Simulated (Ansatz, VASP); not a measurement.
**Two plane-wave programs on InAs**

```
CELL_PARAMETERS angstrom
3.04358 3.04358 0.00000
-3.04358 3.04358 0.00000
0.00000 0.00000 6.02628
ATOMIC_POSITIONS crystal
In 0.50000 0.00000 0.25000
In 0.00000 0.50000 0.75000
As 0.00000 0.00000 0.00000
As 0.50000 0.50000 0.50000
```

Change from the starting cell: strain along c alone, the other axes held, atoms relaxed: -1.0 %.

Alike in both runs: task single point; functional PBEsol; k mesh 12 × 12 × 10; occupations gaussian, width 0.1 eV; no spin polarisation.

|  | VASP | Ansatz |
| --- | --- | --- |
| version | VASP 6.6.1 | Ansatz 0.2.0 |
| potentials or method | VASP PAW PBE potentials, release 64 (In_d, As), cutoff 520 eV | scalar-relativistic, plane waves, PAW |
| valence electrons in the cell | 36 | 56 |

|  | VASP | Ansatz | Ansatz less VASP |
| --- | --- | --- | --- |
| gap on the k mesh at the Fermi level (eV) | none | none | - |
| pressure (GPa) | 0.6 | 0.6 | -0.08 |
| traceless stress, the component that is largest in VASP (GPa) | 0.22 | 0.22 | 0.000 |

VASP's potentials were made for PBE, not for PBEsol. A gap of «none» marks a metal or a gap that the smearing closes. The functional is the same, so the differences come from potentials, cutoffs and numerics. VASP's potentials hold 36 valence electrons a cell and Ansatz's 56, so a difference there can come from the potentials and not from the codes.
